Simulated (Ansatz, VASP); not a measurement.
Ti in VASP and in Ansatz

Contents of POSCAR:

```
Ti
1.0
    0.0000000000      2.1112000000      1.8676000000
    2.1112000000      0.0000000000      1.8676000000
    2.1112000000      2.1112000000      0.0000000000
Ti
1
Direct
    0.0000000000      0.0000000000      0.0000000000
```

File INCAR.step1:

```
SYSTEM = Ti
PREC = Accurate
ENCUT = 520
ISMEAR = 0
SIGMA = 0.15
LREAL = .FALSE.
LASPH = .TRUE.
NELM = 80
NBANDS = 12
GGA = PE
ALGO = Normal
EDIFF = 1E-4
LWAVE = .TRUE.
LCHARG = .FALSE.
```

File INCAR.step2:

```
SYSTEM = Ti
PREC = Accurate
ENCUT = 520
EDIFF = 1E-6
ISMEAR = 0
SIGMA = 0.15
LREAL = .FALSE.
LASPH = .TRUE.
NELM = 80
ALGO = Normal
ISIF = 2
LWAVE = .FALSE.
LCHARG = .FALSE.
METAGGA = R2SCAN
LMIXTAU = .TRUE.
NBANDS = 12
ISTART = 1
```

KPOINTS

```
Automatic mesh
0
G
  20 20 20
  0 0 0
```

Input for Ansatz:

```yaml
crystal:
  lattice:
    - [0.0, 2.1112, 1.8676]
    - [2.1112, 0.0, 1.8676]
    - [2.1112, 2.1112, 0.0]
  atoms:
    - { symbol: Ti, position: [0.0, 0.0, 0.0] }
basis:
  ecutwfc: 500
kpoints:
  mp_grid: { grid: [20, 20, 20] }
hamiltonian:
  xc: r2scan
scf:
  occupations: { method: gaussian, width: 0.15 }
output:
  forces: true
  stress: true
  eigenvalues: true
```

Change from the starting cell: strain +0.040 along x and y, -0.080 along z, atoms carried along.

Alike in both runs: task single point; functional r2SCAN; k mesh 20 × 20 × 20; occupations gaussian, width 0.15 eV; no spin polarisation.

|  | VASP | Ansatz |
| --- | --- | --- |
| version | VASP 6.6.1 | Ansatz 0.2.0 |
| potentials or method | VASP PAW PBE potentials, release 64 (Ti_sv), cutoff 520 eV | scalar-relativistic, plane waves, PAW |
| valence electrons in the cell | 12 | 12 |

|  | VASP | Ansatz | Ansatz less VASP |
| --- | --- | --- | --- |
| gap on the k mesh at the Fermi level (eV) | none | none | - |
| pressure (GPa) | 5.3 | 4.8 | -0.45 |
| traceless stress, the component that is largest in VASP (GPa) | 2.23 | 2.21 | -0.015 |

VASP's potentials were made for PBE, not for r2SCAN. A gap of «none» marks a metal or a gap that the smearing closes. The functional is the same, so the differences come from potentials, cutoffs and numerics.
